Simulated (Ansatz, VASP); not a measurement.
Two plane-wave programs on Ir

Contents of INCAR:

```
ALGO = Normal
EDIFF = 1E-7
ENCUT = 520
ISIF = 2
ISMEAR = -1
ISPIN = 2
LASPH = True
LCHARG = False
LMAXMIX = 4
LORBIT = 11
LREAL = False
LWAVE = False
MAGMOM = 1
NBANDS = 14
NELM = 150
PREC = Accurate
SIGMA = 0.05
```

KPOINTS

```
k-points
0
Gamma
  23 23 23
```

The input POSCAR:

```
Ir
1.0
    0.0000000000      1.8800698434      1.8800698434
    1.8800698434      0.0000000000      1.8800698434
    1.8800698434      1.8800698434      0.0000000000
Ir
1
Direct
    0.0000000000      0.0000000000      0.0000000000
```

Input for Ansatz:

```yaml
crystal:
  lattice:
    - [0.0, 1.8800698434, 1.8800698434]
    - [1.8800698434, 0.0, 1.8800698434]
    - [1.8800698434, 1.8800698434, 0.0]
  atoms:
    - { symbol: Ir, position: [0.0, 0.0, 0.0], spin: 1.0 }
hamiltonian:
  xc: lda
  pseudopotentials:
    kind: paw
    azcp:
      Ir: "pseudopotentials/Ir.paw.azcp"
basis:
  ecutwfc: 420
  fft_grid_basis: typed
kpoints:
  mp_grid: { grid: [23, 23, 23], shift: [0, 0, 0] }
magnetization:
  spin_polarized: true
scf:
  occupations: { method: fermi_dirac, width: 0.05 }
output:
  stress: true
```

Alike in both runs: task single point; functional LDA; k mesh 23 × 23 × 23; occupations fermi-dirac, width 0.05 eV; collinear spin.

|  | VASP | Ansatz |
| --- | --- | --- |
| version | VASP 6.6.1 | Ansatz 0.2.0 |
| potentials or method | VASP PAW LDA potentials, release 64 (Ir), cutoff 520 eV | plane waves (420 eV) with PAW, scalar-relativistic |
| valence electrons in the cell | 9 | 17 |

Ansatz gave:

- pressure (GPa): 18.1
- net moment per atom (μB): 0.00

Q: Which values does VASP return?

A: Pressure (GPa): 21.2; net moment per atom (μB): 0.00.

Ansatz warns that its potentials were made for another functional, while VASP's fit it. LDA's correlation is that of Perdew and Zunger in VASP and of Perdew and Wang (1992) in Ansatz. VASP's potentials hold 9 valence electrons a cell and Ansatz's 17, so a difference there can come from the potentials and not from the codes. Ansatz's warnings: seeded moment not kept.

Spin-orbit coupling is off throughout.
